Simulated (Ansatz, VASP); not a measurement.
## One calculation of AgCl, two programs

```
CELL_PARAMETERS angstrom
0.00000 2.85634 2.77315
2.85634 0.00000 2.77315
2.85634 2.85634 0.00000
ATOMIC_POSITIONS crystal
Ag 0.50000 0.50000 0.50000
Cl 0.00000 0.00000 0.00000
```

Change from the starting cell: strain +0.030 along x and y, +0.000 along z, atoms carried along.

Alike in both runs: task single point; functional r2SCAN; k mesh 8 × 8 × 8; occupations gaussian, width 0.05 eV; no spin polarisation.

|  | VASP | Ansatz |
| --- | --- | --- |
| version | VASP 6.6.1 | Ansatz 0.2.0 |
| potentials or method | VASP PAW PBE potentials, release 64 (Ag, Cl), cutoff 520 eV | scalar-relativistic, plane waves, PAW |
| valence electrons in the cell | 18 | 26 |

Ansatz gave:

| Item | Value |
| --- | --- |
| gap on the k mesh at the Fermi level (eV) | 1.40 |
| least direct gap on the mesh (eV) | 3.55 |
| pressure (GPa) | -2.5 |
| traceless stress, the component that is largest in VASP (GPa) | 0.26 |

**Question.** Estimate VASP's values.

**Answer.** gap on the k mesh at the Fermi level (eV): 1.35; least direct gap on the mesh (eV): 3.51; pressure (GPa): -2.6; traceless stress, the component that is largest in VASP (GPa): 0.24.

VASP's potentials were made for PBE, not for r2SCAN. VASP's potentials hold 18 valence electrons a cell and Ansatz's 26, so a difference there can come from the potentials and not from the codes.
